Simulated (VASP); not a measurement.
# SnH (P-3m1) in VASP: single point with PBE

Aim: the single point of SnH with PBE.

All numbers are computed with VASP 6.6.1; they aren't measurements. Logs are shortened: lines on timing, memory, paths and dates and some standing lists are left out, and cuts for length are marked.

## 1. The cell of the first run

The structure is trigonal, space group P-3m1 (No. 164). Conventional cell: a = 4.727 Å, b = 4.727 Å, c = 5.714 Å, α = 90.00°, β = 90.00°, γ = 120.00°. Sn (site symmetry 3m) has 1 H at 1.74 Å within 2.3 Å. H (site symmetry 3m) has 1 Sn at 1.74 Å within 2.3 Å.

## 2. Single point, PBE

Input file INCAR:

```
SYSTEM = SnH
ALGO     = Normal         ! electronic algorithm
EDIFF    = 1E-6           ! SCF threshold, eV
ENCUT    = 520            ! plane-wave cutoff, eV
GGA      = PE             ! functional
ISIF     = 2              ! what is computed and relaxed
ISMEAR   = 0              ! smearing method
LASPH    = .True.         ! aspherical terms in the spheres
LCHARG   = .False.        ! write CHGCAR
LREAL    = .False.        ! projectors in reciprocal space
LWAVE    = .False.        ! write WAVECAR
NBANDS   = 23             ! bands
NELM     = 80             ! most SCF steps
PREC     = Accurate       ! precision mode
SIGMA    = 0.01           ! smearing width, eV
```

Input file KPOINTS:

```
k-points
0
Gamma
  12 12 6
  0 0 0
```

Input file POSCAR:

```
SnH
1.0
    4.7272539976      0.0000000000      0.0000000000
   -2.3636269988      4.0939220521      0.0000000000
    0.0000000000      0.0000000000      5.7143712902
Sn H
2 2
Direct
    0.6666666667      0.3333333333      0.9291099554
    0.3333333333      0.6666666667      0.0708900446
    0.6666666667      0.3333333333      0.6249123383
    0.3333333333      0.6666666667      0.3750876617
```

Potentials or basis: VASP PAW PBE potentials, release 64 (Sn_d, H).

Command:

```
cat potpaw_PBE.64/Sn_d/POTCAR potpaw_PBE.64/H/POTCAR > POTCAR
mpirun -np 1 vasp_std > vasp.out
```

OUTCAR:

```text
SYSTEM = SnH
   EDIFF = 1E-6
   ENCUT = 520
   GGA = PE
   ISIF = 2
   ISMEAR = 0
   LASPH = .True.
   LREAL = .False.
   NELM = 80
   PREC = Accurate

 ion  position               nearest neighbor table
   1  0.667  0.333  0.929-   3 1.74   2 2.85   2 2.85   2 2.85
   2  0.333  0.667  0.071-   4 1.74   1 2.85   1 2.85   1 2.85
   3  0.667  0.333  0.625-   1 1.74
   4  0.333  0.667  0.375-   2 1.74

  LATTYP: Found a hexagonal cell.
 ALAT       =     4.7272539976
 C/A-ratio  =     1.2088141008

  Lattice vectors:

 A1 = (   4.7272539976,   0.0000000000,   0.0000000000)
 A2 = (  -2.3636269988,   4.0939220521,   0.0000000000)
 A3 = (   0.0000000000,   0.0000000000,   5.7143712902)

Analysis of symmetry for initial positions (statically):
=====================================================================
 Subroutine PRICEL returns:
 Original cell was already a primitive cell.

 Routine SETGRP: Setting up the symmetry group for a
 hexagonal supercell.

 Subroutine GETGRP returns: Found 12 space group operations
 (whereof 12 operations were pure point group operations)
 out of a pool of 24 trial point group operations.

The static configuration has the point symmetry D_3d.

Analysis of symmetry for dynamics (positions and initial velocities):
=====================================================================
 Subroutine PRICEL returns:
 Original cell was already a primitive cell.

 Routine SETGRP: Setting up the symmetry group for a
 hexagonal supercell.

 Subroutine GETGRP returns: Found 12 space group operations
 (whereof 12 operations were pure point group operations)
 out of a pool of 24 trial point group operations.

The dynamic configuration has the point symmetry D_3d.

 Subroutine INISYM returns: Found 12 space group operations
 (whereof 12 operations are pure point group operations),
 and found     1 'primitive' translations

----------------------------------------------------------------------------------------

                                     Primitive cell

  volume of cell :     110.5903

  direct lattice vectors                    reciprocal lattice vectors
     4.727253998  0.000000000  0.000000000     0.211539300  0.122132272  0.000000000
    -2.363626999  4.093922052  0.000000000     0.000000000  0.244264543  0.000000000
     0.000000000  0.000000000  5.714371290     0.000000000  0.000000000  0.174997379

  length of vectors
     4.727253998  4.727253998  5.714371290     0.244264543  0.244264543  0.174997379

  position of ions in fractional coordinates (direct lattice)
     0.666666667  0.333333333  0.929109955
     0.333333333  0.666666667  0.070890045
     0.666666667  0.333333333  0.624912338
     0.333333333  0.666666667  0.375087662

  ion indices of the primitive-cell ions
   primitive index   ion index
                 1           1
                 2           2
                 3           3
                 4           4

----------------------------------------------------------------------------------------

 KPOINTS: k-points

Automatic generation of k-mesh.
 Grid dimensions read from file:
 generate k-points for:   12   12    6

 Generating k-lattice:

  Cartesian coordinates                     Fractional coordinates (reciprocal lattice)
     0.017628275  0.010177689  0.000000000     0.083333333  0.000000000  0.000000000
     0.000000000  0.020355379  0.000000000     0.000000000  0.083333333  0.000000000
     0.000000000  0.000000000  0.029166230     0.000000000  0.000000000  0.166666667

  Length of vectors
     0.020355379  0.020355379  0.029166230

  Shift w.r.t. Gamma in fractional coordinates (k-lattice)
     0.000000000  0.000000000  0.000000000

 Subroutine IBZKPT returns following result:
 ===========================================

 Found    100 irreducible k-points:

 Following reciprocal coordinates:
            Coordinates               Weight
  0.000000  0.000000  0.000000      1.000000
  0.083333  0.000000  0.000000      6.000000
  0.166667  0.000000  0.000000      6.000000
  0.250000  0.000000  0.000000      6.000000
  0.333333  0.000000  0.000000      6.000000
  0.416667  0.000000  0.000000      6.000000
[... 16 lines left out ...]
  0.166667  0.000000  0.166667      6.000000
  0.000000  0.166667  0.166667      6.000000
 [... further k-points ...]
   k-points           NKPTS =    100   k-points in BZ     NKDIM =    100   number of bands    NBANDS=     23
   number of dos      NEDOS =    301   number of ions     NIONS =      4
   total plane-waves  NPLWV =  54432
   dimension x,y,z NGX =    36 NGY =   36 NGZ =   42
   dimension x,y,z NGXF=    72 NGYF=   72 NGZF=   84
   ions per type =               2   2
   NGX,Y,Z   is equivalent  to a cutoff of  12.66, 12.66, 12.22 a.u.
   NGXF,Y,Z  is equivalent  to a cutoff of  25.32, 25.32, 24.44 a.u.
 SYSTEM =  SnH
   PREC   = accura    normal or accurate (medium, high low for compatibility)
   ISTART =      0    job   : 0-new  1-cont  2-samecut
   ICHARG =      2    charge: 1-file 2-atom 10-const
   ISPIN  =      1    spin polarized calculation?
   LNONCOLLINEAR =      F non collinear calculations
   LSORBIT =      F    spin-orbit coupling
   LASPH  =      T    aspherical Exc in radial PAW
   ENCUT  =  520.0 eV  38.22 Ry    6.18 a.u.   8.79  8.79 10.62*2*pi/ulx,y,z
   NELM   =     80;   NELMIN=  2; NELMDL= -5     # of ELM steps
   EDIFF  = 0.1E-05   stopping-criterion for ELM
   LREAL  =      F    real-space projection
   EDIFFG = 0.1E-04   stopping-criterion for IOM
   NSW    =      0    number of steps for IOM
   IBRION =     -1    ionic relax: 0-MD 1-quasi-New 2-CG
   NFREE  =      0    steps in history (QN), initial steepest desc. (CG)
   ISIF   =      2    stress and relaxation
   ISYM   =      2    0-nonsym 1-usesym 2-fastsym
   POTIM  = 0.5000    time-step for ionic-motion
   TEBEG  =    0.0;   TEEND  =   0.0 temperature during run
   PSTRESS=    0.0 pullay stress
   NELECT =      30.0000    total number of electrons
   NUPDOWN=      -1.0000    fix difference up-down
   EMIN   =  10.00;   EMAX   =-10.00  energy-range for DOS
   EFERMI =   0.00;   METHOD = LEGACY
   ISMEAR =     0;   SIGMA  =   0.01  broadening in eV -4-tet -1-fermi 0-gaus
   EFERMI_NEDOS =   21; number of points for ismear=-14 and -15
   IALGO  =     38    algorithm
   IMIX   =      4    mixing-type and parameters
     AMIX     =   0.40;   BMIX     =  1.00
     AMIX_MAG =   1.60;   BMIX_MAG =  1.00
  volume/ion in A,a.u.               =      27.65       186.58
  Fermi-wavevector in a.u.,A,eV,Ry     =   1.059765  2.002666 15.280730  1.123102
  Thomas-Fermi vector in A             =   2.195122
   LORBIT       =      0    0 simple, 1 ext, 2 COOP (PROOUT), +10 PAW based schemes
   GGA     = PE    functional components
   LHFCALC =     F    Hartree Fock is set to
   AEXX    =    0.0000 exact exchange contribution
   IVDW    =     0    specifies the selected vdW correction
   LEPSILON=     F    determine dielectric tensor
   LRPA    =     F    only Hartree local field effects (RPA)
 non-spin polarized calculation
 Gauss-broadening in eV      SIGMA  =   0.01
  energy-cutoff  :      520.00
  volume of cell :      110.59
 maximum number of plane-waves:      3015
   NGX = 17   NGY = 17   NGZ = 21

 number of electron      30.0000016 magnetization

 Free energy of the ion-electron system (eV)
  ---------------------------------------------------
  ext. energy  EPLUGINS =         0.00000000
  ---------------------------------------------------
  free energy    TOTEN  =       -13.65878288 eV

  energy without entropy =      -13.65878288  energy(sigma->0) =      -13.65878288

 E-fermi :   1.6270     XC(G=0):  -7.0839

 val. band max:        1.5396291664   @ k =   0.0000   0.0000   0.5000
 cond. band min:       1.6792058780   @ k =   0.0000   0.0000   0.5000
 fundamental gap:      0.1395767115
 Fermi energy:         1.6269951236

 k-point     1 :       0.0000    0.0000    0.0000
  band No.  band energies     occupation
      1     -19.4861      2.00000
      2     -19.4861      2.00000
      3     -19.3863      2.00000
      4     -19.3863      2.00000
      5     -19.3647      2.00000
      6     -19.2810      2.00000
[... 15 lines left out ...]
     22      10.3906      0.00000
     23      10.3906      0.00000

 k-point     2 :       0.0833    0.0000    0.0000
  band No.  band energies     occupation
      1     -19.4915      2.00000
      2     -19.4894      2.00000
      3     -19.3817      2.00000
      4     -19.3792      2.00000
      5     -19.3666      2.00000
      6     -19.2794      2.00000
[... 15 lines left out ...]
     22      10.2475      0.00000
     23      10.5100      0.00000

 k-point     3 :       0.1667    0.0000    0.0000
  band No.  band energies     occupation
      1     -19.5036      2.00000
      2     -19.4961      2.00000
      3     -19.3814      2.00000
      4     -19.3628      2.00000
      5     -19.3626      2.00000
      6     -19.2742      2.00000
[... 15 lines left out ...]
     22       9.9980      0.00000
     23      10.5693      0.00000

 k-point     4 :       0.2500    0.0000    0.0000
  band No.  band energies     occupation
      1     -19.5163      2.00000
      2     -19.5014      2.00000
      3     -19.3931      2.00000
      4     -19.3530      2.00000
      5     -19.3440      2.00000
      6     -19.2643      2.00000
[... 15 lines left out ...]
     22       9.8550      0.00000
     23      10.0835      0.00000

 k-point     5 :       0.3333    0.0000    0.0000
  band No.  band energies     occupation
      1     -19.5265      2.00000
      2     -19.5030      2.00000
      3     -19.4074      2.00000
      4     -19.3481      2.00000
      5     -19.3284      2.00000
      6     -19.2502      2.00000
[... 15 lines left out ...]
     22       9.6296      0.00000
     23       9.9591      0.00000

 k-point     6 :       0.4167    0.0000    0.0000
  band No.  band energies     occupation
      1     -19.5329      2.00000
      2     -19.5018      2.00000
      3     -19.4197      2.00000
      4     -19.3470      2.00000
      5     -19.3185      2.00000
      6     -19.2381      2.00000
[... 15 lines left out ...]
     22       9.5809      0.00000
     23      10.1003      0.00000

 k-point     7 :       0.5000    0.0000    0.0000
  band No.  band energies     occupation
      1     -19.5351      2.00000
      2     -19.5007      2.00000
      3     -19.4247      2.00000
      4     -19.3471      2.00000
      5     -19.3153      2.00000
      6     -19.2335      2.00000
[... 353 lines left out ...]
     22       9.8391      0.00000
     23       9.8391      0.00000

 k-point    21 :       0.0833    0.0000    0.1667
  band No.  band energies     occupation
      1     -19.4916      2.00000
      2     -19.4894      2.00000
      3     -19.3817      2.00000
      4     -19.3792      2.00000
      5     -19.3664      2.00000
      6     -19.2793      2.00000
[... 15 lines left out ...]
     22       9.7248      0.00000
     23       9.8212      0.00000

 k-point    22 :       0.0000    0.0833    0.1667
  band No.  band energies     occupation
      1     -19.4915      2.00000
      2     -19.4894      2.00000
      3     -19.3817      2.00000
      4     -19.3792      2.00000
      5     -19.3664      2.00000
      6     -19.2793      2.00000
[... 15 lines left out ...]
     22       9.6376      0.00000
     23       9.9980      0.00000

 k-point    23 :       0.1667    0.0000    0.1667
  band No.  band energies     occupation
      1     -19.5036      2.00000
      2     -19.4961      2.00000
      3     -19.3812      2.00000
      4     -19.3628      2.00000
      5     -19.3626      2.00000
      6     -19.2742      2.00000
[... 15 lines left out ...]
     22       9.4889      0.00000
     23       9.9849      0.00000

 k-point    24 :       0.0000    0.1667    0.1667
  band No.  band energies     occupation
      1     -19.5036      2.00000
      2     -19.4961      2.00000
      3     -19.3813      2.00000
      4     -19.3628      2.00000
      5     -19.3626      2.00000
      6     -19.2742      2.00000
[... 15 lines left out ...]
     22       9.3471      0.00000
     23       9.8386      0.00000

 [... further k-points ...]
[... 5 lines left out ...]
  --------------------------------------------------------------------------------------
  -------------------------------------------------------------------------------------
  Total       -0.0506006     -0.0506006     -0.0812705      0.0000000      0.0000000      0.0000000
  in kB       -0.7330758     -0.7330758     -1.1774070      0.0000000      0.0000000      0.0000000
  external PRESSURE =      -0.8811862 kB  Pullay stress =       0.0000000 kB

 VOLUME and BASIS-vectors are now :
 -----------------------------------------------------------------------------
  energy-cutoff  :      520.00
  volume of cell :      110.59
      direct lattice vectors                 reciprocal lattice vectors
     4.727253998  0.000000000  0.000000000     0.211539300  0.122132272  0.000000000
    -2.363626999  4.093922052  0.000000000     0.000000000  0.244264543  0.000000000
     0.000000000  0.000000000  5.714371290     0.000000000  0.000000000  0.174997379

 POSITION                                       TOTAL-FORCE (eV/Angst)
 -----------------------------------------------------------------------------------
      2.36363      1.36464      5.30928        -0.000000      0.000000     -0.017057
     -0.00000      2.72928      0.40509         0.000000      0.000000      0.017057
      2.36363      1.36464      3.57098        -0.000000      0.000000      0.015427
     -0.00000      2.72928      2.14339         0.000000      0.000000     -0.015427
 -----------------------------------------------------------------------------------
    total drift:                                0.000000     -0.000000     -0.000000

  FREE ENERGIE OF THE ION-ELECTRON SYSTEM (eV)
  ---------------------------------------------------
  free  energy   TOTEN  =       -13.6587828756 eV

  energy  without entropy=      -13.6587828756  energy(sigma->0) =      -13.65878288
```

Run time: 2.1 min. Hardware: 1 thread of AMD EPYC 9R45 (Zen 5), shared host; peak memory 0.33 GiB.

What came out:

| Item | Value |
| --- | --- |
| Free energy | -13.6588 eV |
| Pressure | -0.1 GPa |
| Largest force | 0.017 eV/Å |
| Band gap on the k mesh | 0.14 eV |

Forces on the atoms (eV/Å):
```
Sn   0.000  0.000 -0.017
Sn   0.000  0.000  0.017
H    0.000  0.000  0.015
H    0.000  0.000 -0.015
```

Caveat: spin-orbit coupling is left out, which moves the levels of the heavy elements. A k mesh can miss the band edges.
